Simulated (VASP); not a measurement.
# HfTa (Cmmm) in VASP: notebook, part 2 of 2

VASP 6.6.1.

## Step 4: Single point, PBE

This run uses another cell than the first one, of 19.72 Å³/atom.

INCAR

```
  PREC = Accurate
  ENCUT = 520
  EDIFF = 1E-7
  ISMEAR = -1
  SIGMA = 0.05
  LREAL = False
  LASPH = True
  NELM = 80
  ALGO = Normal
  ISIF = 2
  LWAVE = False
  LCHARG = False
  GGA = PE
  NBANDS = 18
```

KPOINTS

```
regular mesh
0
Gamma
  8 8 5
```

POSCAR

```
HfTa
1.0
    1.7127470000     -2.3996010000      0.0000000000
    1.7127470000      2.3996010000      0.0000000000
    0.0000000000      0.0000000000      4.7990794500
Ta Hf
1 1
Direct
    0.5000000000      0.5000000000      0.5000000000
    0.0000000000      0.0000000000      0.0000000000
```

Potentials or basis: VASP PAW PBE potentials, release 64 (Ta_pv, Hf_pv).

The run is started by

```console
cat potpaw_PBE.64/Ta_pv/POTCAR potpaw_PBE.64/Hf_pv/POTCAR > POTCAR
mpirun -np 1 vasp_std > vasp.out
```

OUTCAR:

```text
PREC = Accurate
   ENCUT = 520
   EDIFF = 1E-7
   ISMEAR = -1
   LREAL = False
   LASPH = True
   NELM = 80
   ISIF = 2
   GGA = PE

 ion  position               nearest neighbor table
   1  0.500  0.500  0.500-   2 2.95   2 2.95   2 2.95   2 2.95   2 3.39   2 3.39   2 3.39   2 3.39

   2  0.000  0.000  0.000-   1 2.95   1 2.95   1 2.95   1 2.95   1 3.39   1 3.39   1 3.39   1 3.39

  LATTYP: Found a base centered orthorhombic cell.
 ALAT       =     3.4254940000
 B/A-ratio  =     1.4010247865
 C/A-ratio  =     1.4009890106

  Lattice vectors:

 A1 = (   1.7127470000,  -2.3996010000,   0.0000000000)
 A2 = (   1.7127470000,   2.3996010000,   0.0000000000)
 A3 = (   0.0000000000,   0.0000000000,   4.7990794500)

Analysis of symmetry for initial positions (statically):
=====================================================================
 Subroutine PRICEL returns:
 Original cell was already a primitive cell.

 Routine SETGRP: Setting up the symmetry group for a
 base centered orthorhombic supercell.

 Subroutine GETGRP returns: Found  8 space group operations
 (whereof  8 operations were pure point group operations)
 out of a pool of  8 trial point group operations.

The static configuration has the point symmetry D_2h.

Analysis of symmetry for dynamics (positions and initial velocities):
=====================================================================
 Subroutine PRICEL returns:
 Original cell was already a primitive cell.

 Routine SETGRP: Setting up the symmetry group for a
 base centered orthorhombic supercell.

 Subroutine GETGRP returns: Found  8 space group operations
 (whereof  8 operations were pure point group operations)
 out of a pool of  8 trial point group operations.

The dynamic configuration has the point symmetry D_2h.

 Subroutine INISYM returns: Found  8 space group operations
 (whereof  8 operations are pure point group operations),
 and found     1 'primitive' translations

----------------------------------------------------------------------------------------

                                     Primitive cell

  volume of cell :      39.4476

  direct lattice vectors                    reciprocal lattice vectors
     1.712747000 -2.399601000  0.000000000     0.291928697 -0.208367975  0.000000000
     1.712747000  2.399601000  0.000000000     0.291928697  0.208367975  0.000000000
     0.000000000  0.000000000  4.799079450     0.000000000  0.000000000  0.208373295

  length of vectors
     2.948149800  2.948149800  4.799079450     0.358663599  0.358663599  0.208373295

  position of ions in fractional coordinates (direct lattice)
     0.500000000  0.500000000  0.500000000
     0.000000000  0.000000000  0.000000000

  ion indices of the primitive-cell ions
   primitive index   ion index
                 1           1
                 2           2

----------------------------------------------------------------------------------------

 KPOINTS: regular mesh

Automatic generation of k-mesh.
 Grid dimensions read from file:
 generate k-points for:    8    8    5

 Generating k-lattice:

  Cartesian coordinates                     Fractional coordinates (reciprocal lattice)
     0.036491087 -0.026045997  0.000000000     0.125000000 -0.000000000  0.000000000
     0.036491087  0.026045997  0.000000000    -0.000000000  0.125000000  0.000000000
     0.000000000  0.000000000  0.041674659     0.000000000  0.000000000  0.200000000

  Length of vectors
     0.044832950  0.044832950  0.041674659

  Shift w.r.t. Gamma in fractional coordinates (k-lattice)
     0.000000000  0.000000000  0.000000000

 Subroutine IBZKPT returns following result:
 ===========================================

 Found     63 irreducible k-points:

 Following reciprocal coordinates:
            Coordinates               Weight
  0.000000  0.000000  0.000000      1.000000
  0.125000  0.000000  0.000000      4.000000
  0.250000  0.000000  0.000000      4.000000
  0.375000  0.000000  0.000000      4.000000
  0.500000  0.000000  0.000000      2.000000
  0.125000  0.125000  0.000000      2.000000
[... 16 lines left out ...]
  0.125000  0.000000  0.200000      8.000000
  0.250000  0.000000  0.200000      8.000000
 [... further k-points ...]
   k-points           NKPTS =     63   k-points in BZ     NKDIM =     63   number of bands    NBANDS=     18
   number of dos      NEDOS =    301   number of ions     NIONS =      2
   total plane-waves  NPLWV =  20736
   dimension x,y,z NGX =    24 NGY =   24 NGZ =   36
   dimension x,y,z NGXF=    48 NGYF=   48 NGZF=   72
   ions per type =               1   1
   NGX,Y,Z   is equivalent  to a cutoff of  13.53, 13.53, 12.47 a.u.
   NGXF,Y,Z  is equivalent  to a cutoff of  27.07, 27.07, 24.94 a.u.
 SYSTEM =  unknown system
   PREC   = accura    normal or accurate (medium, high low for compatibility)
   ISTART =      0    job   : 0-new  1-cont  2-samecut
   ICHARG =      2    charge: 1-file 2-atom 10-const
   ISPIN  =      1    spin polarized calculation?
   LNONCOLLINEAR =      F non collinear calculations
   LSORBIT =      F    spin-orbit coupling
   LASPH  =      T    aspherical Exc in radial PAW
   ENCUT  =  520.0 eV  38.22 Ry    6.18 a.u.   5.48  5.48  8.92*2*pi/ulx,y,z
   NELM   =     80;   NELMIN=  2; NELMDL= -5     # of ELM steps
   EDIFF  = 0.1E-06   stopping-criterion for ELM
   LREAL  =      F    real-space projection
   EDIFFG = 0.1E-05   stopping-criterion for IOM
   NSW    =      0    number of steps for IOM
   IBRION =     -1    ionic relax: 0-MD 1-quasi-New 2-CG
   NFREE  =      0    steps in history (QN), initial steepest desc. (CG)
   ISIF   =      2    stress and relaxation
   ISYM   =      2    0-nonsym 1-usesym 2-fastsym
   POTIM  = 0.5000    time-step for ionic-motion
   TEBEG  =    0.0;   TEEND  =   0.0 temperature during run
   PSTRESS=    0.0 pullay stress
   NELECT =      21.0000    total number of electrons
   NUPDOWN=      -1.0000    fix difference up-down
   EMIN   =  10.00;   EMAX   =-10.00  energy-range for DOS
   EFERMI =   0.00;   METHOD = LEGACY
   ISMEAR =    -1;   SIGMA  =   0.05  broadening in eV -4-tet -1-fermi 0-gaus
   EFERMI_NEDOS =   21; number of points for ismear=-14 and -15
   IALGO  =     38    algorithm
   IMIX   =      4    mixing-type and parameters
     AMIX     =   0.40;   BMIX     =  1.00
     AMIX_MAG =   1.60;   BMIX_MAG =  1.00
  volume/ion in A,a.u.               =      19.72       133.10
  Fermi-wavevector in a.u.,A,eV,Ry     =   1.326807  2.507302 23.951937  1.760418
  Thomas-Fermi vector in A             =   2.456167
   LORBIT       =      0    0 simple, 1 ext, 2 COOP (PROOUT), +10 PAW based schemes
   GGA     = PE    functional components
[... 5 lines left out ...]
 non-spin polarized calculation
  energy-cutoff  :      520.00
  volume of cell :       39.45
 maximum number of plane-waves:      1080
 NGX is ok and might be reduce to    24
   NGX = 11   NGY = 11   NGZ = 17

 number of electron      21.0000000 magnetization

 Free energy of the ion-electron system (eV)
  ---------------------------------------------------
  ext. energy  EPLUGINS =         0.00000000
  ---------------------------------------------------
  free energy    TOTEN  =       -21.43213273 eV

  energy without entropy =      -21.40345846  energy(sigma->0) =      -21.41779560

 E-fermi :   5.1309     XC(G=0): -12.0109

 val. band max:        5.1059175866   @ k =   0.3750   0.2500   0.4000
 cond. band min:       5.1383792590   @ k =   0.5000   0.1250   0.2000
 fundamental gap:      0.0324616724
 Fermi energy:         5.1309407131

 k-point     1 :       0.0000    0.0000    0.0000
  band No.  band energies     occupation
      1     -28.8009      2.00000
      2     -28.4111      2.00000
      3     -28.2298      2.00000
      4     -24.7111      2.00000
      5     -24.4222      2.00000
      6     -24.2804      2.00000
[... 10 lines left out ...]
     17      10.6976      0.00000
     18      13.0890      0.00000

 k-point     2 :       0.1250    0.0000    0.0000
  band No.  band energies     occupation
      1     -28.7822      2.00000
      2     -28.4674      2.00000
      3     -28.2726      2.00000
      4     -24.7065      2.00000
      5     -24.5182      2.00000
      6     -24.3291      2.00000
[... 10 lines left out ...]
     17      10.7697      0.00000
     18      13.6161      0.00000
[... 442 lines left out ...]
 k-point    24 :       0.2500    0.0000    0.2000
  band No.  band energies     occupation
      1     -28.7346      2.00000
      2     -28.6634      2.00000
      3     -28.3120      2.00000
      4     -24.8201      2.00000
      5     -24.7003      2.00000
      6     -24.3596      2.00000
[... 10 lines left out ...]
     17      10.3964      0.00000
     18      13.8039      0.00000

 [... further k-points ...]

------------------------ aborting loop because EDIFF is reached ----------------------------------------

  FORCE on cell =-STRESS in cart. coord.  units (eV):
  Direction    XX          YY          ZZ          XY          YZ          ZX
  --------------------------------------------------------------------------------------
  -------------------------------------------------------------------------------------
  Total        0.3967121      0.1842739      0.6421403     -0.0000000      0.0000000      0.0000000
  in kB       16.1126079      7.4843527     26.0807637     -0.0000000      0.0000000      0.0000000
  external PRESSURE =      16.5592414 kB  Pullay stress =       0.0000000 kB

 VOLUME and BASIS-vectors are now :
 -----------------------------------------------------------------------------
  energy-cutoff  :      520.00
  volume of cell :       39.45
      direct lattice vectors                 reciprocal lattice vectors
     1.712747000 -2.399601000  0.000000000     0.291928697 -0.208367975  0.000000000
     1.712747000  2.399601000  0.000000000     0.291928697  0.208367975  0.000000000
     0.000000000  0.000000000  4.799079450     0.000000000  0.000000000  0.208373295

 POSITION                                       TOTAL-FORCE (eV/Angst)
 -----------------------------------------------------------------------------------
      1.71275      0.00000      2.39954         0.000000     -0.000000      0.000000
      0.00000      0.00000      0.00000         0.000000      0.000000      0.000000
 -----------------------------------------------------------------------------------
    total drift:                                0.000000      0.000000     -0.000000

  FREE ENERGIE OF THE ION-ELECTRON SYSTEM (eV)
  ---------------------------------------------------
  free  energy   TOTEN  =       -21.4321327278 eV

  energy  without entropy=      -21.4034584648  energy(sigma->0) =      -21.41779560
```

Run time: 68 s. Hardware: 1 thread of AMD EPYC 7R13, shared host; peak memory 0.16 GiB.

Results:

```yaml
Free_energy: -21.4321 eV
Pressure: 1.7 GPa
Band_gap_on_the_k_mesh: zero (an odd number of electrons rules out a gap without spin polarisation)
```

Stress tensor (GPa, compression positive):
```
1.61 0.00 0.00
0.00 0.75 0.00
0.00 0.00 2.61
```

Caveat: spin-orbit coupling is left out, which moves the levels of the heavy elements.

## Step 5: The runs side by side

```csv
cell,gap on the mesh (eV),pressure (GPa)
"a = 2.948, b = 2.948, c = 4.654 Å, angles 90.0, 90.0, 109.0°, 2 atoms",none,6.7
"a = 2.948, b = 2.948, c = 4.751 Å, angles 90.0, 90.0, 109.0°, 2 atoms",none,3.3
"a = 2.948, b = 2.948, c = 4.799 Å, angles 90.0, 90.0, 109.0°, 2 atoms",none,1.7
```

Alike in all rows: task single point; level PBE; potentials or basis VASP PAW PBE potentials, release 64 (Ta_pv, Hf_pv); no spin polarisation; k mesh 8 × 8 × 5; cutoff (eV) 520; smearing fermi-dirac 0.05 eV.

Caveats: spin-orbit coupling is left out, which moves the levels of the heavy elements; the cell stands under pressure (at least some runs).

Absolute energies hang on the potentials; compare differences alone.
